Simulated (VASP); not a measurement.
# Pd in VASP: notebook

Pd is run at these levels: PBE; tasks: single point.

Everything below comes from runs of VASP 6.6.1. Logs are shortened: lines on timing, memory, paths and dates and some standing lists are left out, and cuts for length are marked.

### 1 The cell of the first run

Symmetry: I4/mmm, No. 139, tetragonal system. Conventional cell: a = 2.721 Å, b = 2.721 Å, c = 4.058 Å, α = 90.00°, β = 90.00°, γ = 90.00°. Pd (site symmetry 4/mmm) has 12 Pd at 2.72 to 2.80 Å within 3.6 Å.

### 2 Single point, PBE

The input, INCAR:

```
PREC = Accurate
ENCUT = 520
EDIFF = 1E-6
ISMEAR = 0
SIGMA = 0.1
LREAL = False
LASPH = True
NELM = 60
ALGO = Fast
ISIF = 2
LWAVE = False
LCHARG = True
GGA = PE
LELF = True
LVHAR = True
NBANDS = 17
ISYM = 0
```

The input, KPOINTS:

```
Automatic mesh
0
Gamma
  9 9 17
```

The input, POSCAR:

```
Pd
1.0
    3.8482933217      0.0000000000      0.0000000000
    0.0000000000      3.8482933217      0.0000000000
   -1.9241466609      0.0000000000      2.0290151924
Pd
2
Direct
    0.0000000000      0.0000000000      0.0000000000
    0.5000000000      0.5000000000      0.0000000000
```

Potentials or basis: VASP PAW PBE potentials, release 64 (Pd).

On the command line:

```console
$ cat potpaw_PBE.64/Pd/POTCAR > POTCAR
$ mpirun -np 1 vasp_std > vasp.out
```

OUTCAR:

```text
PREC = Accurate
   ENCUT = 520
   EDIFF = 1E-6
   ISMEAR = 0
   LREAL = False
   LASPH = True
   NELM = 60
   ISIF = 2
   GGA = PE
   ISYM = 0

 ion  position               nearest neighbor table
   1  0.000  0.000  0.000-   2 2.72   2 2.72   2 2.72   2 2.72   2 2.80   2 2.80   2 2.80   2 2.80

   2  0.500  0.500  0.000-   1 2.72   1 2.72   1 2.72   1 2.72   1 2.80   1 2.80   1 2.80   1 2.80

IMPORTANT INFORMATION: All symmetrisations will be switched off!
NOSYMM: (Re-)initialisation of all symmetry stuff for point group C_1.

----------------------------------------------------------------------------------------

                                     Primitive cell

  volume of cell :      30.0484

  direct lattice vectors                    reciprocal lattice vectors
     3.848293322  0.000000000  0.000000000     0.259855452  0.000000000  0.246424966
     0.000000000  3.848293322  0.000000000     0.000000000  0.259855452  0.000000000
    -1.924146661  0.000000000  2.029015192     0.000000000  0.000000000  0.492849932

  length of vectors
     3.848293322  3.848293322  2.796290940     0.358120259  0.259855452  0.492849932

  position of ions in fractional coordinates (direct lattice)
     0.000000000  0.000000000  0.000000000
     0.500000000  0.500000000  0.000000000

  ion indices of the primitive-cell ions
   primitive index   ion index
                 1           1
                 2           2

----------------------------------------------------------------------------------------

 KPOINTS: Automatic mesh

Automatic generation of k-mesh.
 Grid dimensions read from file:
 generate k-points for:    9    9   17

 Generating k-lattice:

  Cartesian coordinates                     Fractional coordinates (reciprocal lattice)
     0.028872828  0.000000000  0.027380552     0.111111111  0.000000000  0.000000000
     0.000000000  0.028872828  0.000000000     0.000000000  0.111111111  0.000000000
     0.000000000  0.000000000  0.028991172     0.000000000  0.000000000  0.058823529

  Length of vectors
     0.039791140  0.028872828  0.028991172

  Shift w.r.t. Gamma in fractional coordinates (k-lattice)
     0.000000000  0.000000000  0.000000000

 -----------------------------------------------------------------------------
|                                                                             |
[... 64 lines left out ...]
   ISPIN  =      1    spin polarized calculation?
   LNONCOLLINEAR =      F non collinear calculations
   LSORBIT =      F    spin-orbit coupling
   LASPH  =      T    aspherical Exc in radial PAW
   ENCUT  =  520.0 eV  38.22 Ry    6.18 a.u.   7.16  7.16  5.20*2*pi/ulx,y,z
   NELM   =     60;   NELMIN=  2; NELMDL= -5     # of ELM steps
   EDIFF  = 0.1E-05   stopping-criterion for ELM
   LREAL  =      F    real-space projection
   EDIFFG = 0.1E-04   stopping-criterion for IOM
   NSW    =      0    number of steps for IOM
   IBRION =     -1    ionic relax: 0-MD 1-quasi-New 2-CG
   NFREE  =      0    steps in history (QN), initial steepest desc. (CG)
   ISIF   =      2    stress and relaxation
   ISYM   =      0    0-nonsym 1-usesym 2-fastsym
   POTIM  = 0.5000    time-step for ionic-motion
   TEBEG  =    0.0;   TEEND  =   0.0 temperature during run
   PSTRESS=    0.0 pullay stress
   NELECT =      20.0000    total number of electrons
   NUPDOWN=      -1.0000    fix difference up-down
   EMIN   =  10.00;   EMAX   =-10.00  energy-range for DOS
   EFERMI =   0.00;   METHOD = LEGACY
   ISMEAR =     0;   SIGMA  =   0.10  broadening in eV -4-tet -1-fermi 0-gaus
   EFERMI_NEDOS =   21; number of points for ismear=-14 and -15
   IALGO  =     68    algorithm
   IMIX   =      4    mixing-type and parameters
     AMIX     =   0.40;   BMIX     =  1.00
     AMIX_MAG =   1.60;   BMIX_MAG =  1.00
  volume/ion in A,a.u.               =      15.02       101.39
  Fermi-wavevector in a.u.,A,eV,Ry     =   1.429369  2.701115 27.797996  2.043095
  Thomas-Fermi vector in A             =   2.549330
   LORBIT       =      0    0 simple, 1 ext, 2 COOP (PROOUT), +10 PAW based schemes
   GGA     = PE    functional components
   LHFCALC =     F    Hartree Fock is set to
   AEXX    =    0.0000 exact exchange contribution
   IVDW    =     0    specifies the selected vdW correction
   LEPSILON=     F    determine dielectric tensor
   LRPA    =     F    only Hartree local field effects (RPA)
 non-spin polarized calculation
 RMM-DIIS sequential band-by-band and
 Gauss-broadening in eV      SIGMA  =   0.10
  energy-cutoff  :      520.00
  volume of cell :       30.05
 maximum number of plane-waves:       825
 NGX is ok and might be reduce to    30
   NGX = 15   NGY = 15   NGZ = 11

 number of electron      20.0000001 magnetization

 Free energy of the ion-electron system (eV)
  ---------------------------------------------------
  ext. energy  EPLUGINS =         0.00000000
  ---------------------------------------------------
  free energy    TOTEN  =       -10.43146861 eV

  energy without entropy =      -10.40662104  energy(sigma->0) =      -10.41904483

 E-fermi :   9.4549     XC(G=0): -13.0699

 val. band max:        9.4546342307   @ k =  -0.2222  -0.2222   0.2941
 cond. band min:       9.4557685632   @ k =   0.4444   0.4444   0.0000
 fundamental gap:      0.0011343325
 Fermi energy:         9.4549335069

 k-point     1 :       0.0000    0.0000    0.0000
  band No.  band energies     occupation
      1       2.4784      2.00000
      2       4.2339      2.00000
      3       4.5360      2.00000
      4       6.3959      2.00000
      5       6.8937      2.00000
      6       6.8943      2.00000
[... 457 lines left out ...]
      4       6.2141      2.00000
      5       7.0615      2.00000
      6       7.3878      2.00000
[... 9 lines left out ...]
     16      27.8960      0.00000
     17      28.9581      0.00000

 [... further k-points ...]
[... 5 lines left out ...]
  --------------------------------------------------------------------------------------
  -------------------------------------------------------------------------------------
  Total        0.8372409      0.8496553      0.1801681      0.0000002     -0.0000001     -0.0203924
  in kB       44.6415650     45.3034982      9.6065341      0.0000094     -0.0000043     -1.0873221
  external PRESSURE =      33.1838658 kB  Pullay stress =       0.0000000 kB

 VOLUME and BASIS-vectors are now :
 -----------------------------------------------------------------------------
  energy-cutoff  :      520.00
  volume of cell :       30.05
      direct lattice vectors                 reciprocal lattice vectors
     3.848293322  0.000000000  0.000000000     0.259855452  0.000000000  0.246424966
     0.000000000  3.848293322  0.000000000     0.000000000  0.259855452  0.000000000
    -1.924146661  0.000000000  2.029015192     0.000000000  0.000000000  0.492849932

 POSITION                                       TOTAL-FORCE (eV/Angst)
 -----------------------------------------------------------------------------------
      0.00000      0.00000      0.00000        -0.000001     -0.000001      0.000000
      1.92415      1.92415      0.00000         0.000001      0.000001     -0.000000
 -----------------------------------------------------------------------------------
    total drift:                                0.000000     -0.000000      0.000001

  FREE ENERGIE OF THE ION-ELECTRON SYSTEM (eV)
  ---------------------------------------------------
  free  energy   TOTEN  =       -10.4314686107 eV

  energy  without entropy=      -10.4066210435  energy(sigma->0) =      -10.41904483
```

stdout:

```text
POSCAR found type information on POSCAR Pd
 POSCAR found :  1 types and       2 ions
 scaLAPACK will be used
 LDA part: xc-table for (Slater+PW92), standard interpolation
 -----------------------------------------------------------------------------
|                                                                             |
|           W    W    AA    RRRRR   N    N  II  N    N   GGGG   !!!           |
|           W    W   A  A   R    R  NN   N  II  NN   N  G    G  !!!           |
|           W    W  A    A  R    R  N N  N  II  N N  N  G       !!!           |
|           W WW W  AAAAAA  RRRRR   N  N N  II  N  N N  G  GGG   !            |
|           WW  WW  A    A  R   R   N   NN  II  N   NN  G    G                |
|           W    W  A    A  R    R  N    N  II  N    N   GGGG   !!!           |
|                                                                             |
|     Your reciprocal lattice and k-lattice belong to different lattice       |
|     classes:                                                                |
|                                                                             |
|        The reciprocal lattice is base centered orthorhombic,                |
|        whereas your k-lattice is simple monoclinic.                         |
|                                                                             |
|     Results are often still useful ...                                      |
|                                                                             |
 -----------------------------------------------------------------------------

 POSCAR, INCAR and KPOINTS ok, starting setup
 FFT: planning ... GRIDC
 FFT: planning ... GRID_SOFT
 FFT: planning ... GRID
 WAVECAR not read
 entering main loop
```

Wall time 4.7 min (1 thread of AMD EPYC 7R13 (Zen 3), shared host); peak memory 0.36 GiB.

Results:

| Quantity | Value |
| --- | --- |
| Free energy | -10.4315 eV |
| Pressure | 3.3 GPa |
| Band gap on the k mesh | zero (bands 10 and 11 overlap by 1.31 eV) |

Levels at points of the mesh, in eV from the Fermi level:
```csv
k point,band 7,band 8,band 9,band 10,band 11,band 12,band 13,band 14
"(0.00, 0.00, 0.00)",-1.45,-0.93,-0.06,0.11,0.48,3.73,11.08,12.69
```

Caveat: the cell stands under pressure.

### 3 Single point, PBE

This run uses another cell than the first one, of 15.11 Å³/atom.

The input, INCAR:

```
SYSTEM = Pd
PREC = Accurate ; ENCUT = 520
EDIFF = 1E-6 ; ISMEAR = 0
SIGMA = 0.1 ; LREAL = .FALSE.
LASPH = .TRUE. ; NELM = 100
ALGO = Fast ; ISIF = 2
LWAVE = .FALSE. ; LCHARG = .TRUE.
GGA = PE ; LELF = .TRUE.
LVHAR = .TRUE. ; ISYM = 0
NBANDS = 17
```

The input, KPOINTS:

```
regular mesh
0
G
  9 9 17
  0 0 0
```

The input, POSCAR:

```
Pd
1.0
    3.8482919908      0.0000000000     -0.0032005725
    0.0000000000      3.8482933217      0.0000000000
   -1.9258334994      0.0000000000      2.0426708171
Pd
2
Direct
    0.0000000000      0.0000000000      0.0000000000
    0.5000000000      0.5000000000      0.0000000000
```

Potentials or basis: VASP PAW PBE potentials, release 64 (Pd).

On the command line:

```console
$ cat potpaw_PBE.64/Pd/POTCAR > POTCAR
$ mpirun -np 1 vasp_std > vasp.out
```

OUTCAR:

```text
SYSTEM = Pd
   PREC = Accurate
   ENCUT = 520
   EDIFF = 1E-6
   ISMEAR = 0
   LREAL = .FALSE.
   LASPH = .TRUE.
   NELM = 100
   ISIF = 2
   GGA = PE
   ISYM = 0

 ion  position               nearest neighbor table
   1  0.000  0.000  0.000-   2 2.72   2 2.72   2 2.72   2 2.72   2 2.81   2 2.81   2 2.81   2 2.81

   2  0.500  0.500  0.000-   1 2.72   1 2.72   1 2.72   1 2.72   1 2.81   1 2.81   1 2.81   1 2.81

IMPORTANT INFORMATION: All symmetrisations will be switched off!
NOSYMM: (Re-)initialisation of all symmetry stuff for point group C_1.

----------------------------------------------------------------------------------------

                                     Primitive cell

  volume of cell :      30.2269

  direct lattice vectors                    reciprocal lattice vectors
     3.848291991  0.000000000 -0.003200572     0.260059458  0.000000000  0.245184497
     0.000000000  3.848293322  0.000000000     0.000000000  0.259855452  0.000000000
    -1.925833499  0.000000000  2.042670817     0.000407476  0.000000000  0.489939310

  length of vectors
     3.848293322  3.848293322  2.807372212     0.357416227  0.259855452  0.489939479

  position of ions in fractional coordinates (direct lattice)
     0.000000000  0.000000000  0.000000000
     0.500000000  0.500000000  1.000000000
[... 123 lines left out ...]
  free energy    TOTEN  =       -10.43194831 eV

  energy without entropy =      -10.40666474  energy(sigma->0) =      -10.41930652

 E-fermi :   9.3565     XC(G=0): -13.0328

 val. band max:        9.3553426717   @ k =  -0.4444   0.3333  -0.1176
 cond. band min:       9.3594453698   @ k =   0.2222   0.1111  -0.2353
 fundamental gap:      0.0041026980
 Fermi energy:         9.3564691777

 k-point     1 :       0.0000    0.0000    0.0000
  band No.  band energies     occupation
      1       2.4263      2.00000
      2       4.1852      2.00000
      3       4.4897      2.00000
      4       6.2915      2.00000
      5       6.8433      2.00000
      6       6.8434      2.00000
[... 457 lines left out ...]
      4       6.1650      2.00000
      5       6.9606      2.00000
      6       7.3225      2.00000
[... 9 lines left out ...]
     16      27.7738      0.00000
     17      29.0764      0.00000

 [... further k-points ...]
[... 5 lines left out ...]
  --------------------------------------------------------------------------------------
  -------------------------------------------------------------------------------------
  Total        0.6669260      0.6801176     -0.0520659      0.0000005      0.0000000     -0.0040787
  in kB       35.3504010     36.0496214     -2.7597534      0.0000281      0.0000001     -0.2161924
  external PRESSURE =      22.8800897 kB  Pullay stress =       0.0000000 kB

 VOLUME and BASIS-vectors are now :
 -----------------------------------------------------------------------------
  energy-cutoff  :      520.00
  volume of cell :       30.23
      direct lattice vectors                 reciprocal lattice vectors
     3.848291991  0.000000000 -0.003200572     0.260059458  0.000000000  0.245184497
     0.000000000  3.848293322  0.000000000     0.000000000  0.259855452  0.000000000
    -1.925833499  0.000000000  2.042670817     0.000407476  0.000000000  0.489939310

 POSITION                                       TOTAL-FORCE (eV/Angst)
 -----------------------------------------------------------------------------------
      0.00000      0.00000      0.00000         0.000000      0.000000      0.000000
      1.92415      1.92415     -0.00160        -0.000000     -0.000000     -0.000000
 -----------------------------------------------------------------------------------
    total drift:                                0.000000     -0.000000     -0.000000

  FREE ENERGIE OF THE ION-ELECTRON SYSTEM (eV)
  ---------------------------------------------------
  free  energy   TOTEN  =       -10.4319483058 eV

  energy  without entropy=      -10.4066647376  energy(sigma->0) =      -10.41930652
```

Run time: 4.9 min. Hardware: 1 thread of AMD EPYC 7R13 (Zen 3), shared host; peak memory 0.37 GiB.

Results:

```
Free energy            : -10.4319 eV
Pressure               : 2.3 GPa
Band gap on the k mesh : zero (bands 10 and 11 overlap by 1.33 eV)
```

Levels at points of the mesh, in eV from the Fermi level:
| k point | band 8 | band 9 | band 10 | band 11 | band 12 | band 13 |
| --- | --- | --- | --- | --- | --- | --- |
| (0.00, 0.00, 0.00) | -0.89 | -0.07 | 0.09 | 0.50 | 3.77 | 11.07 |
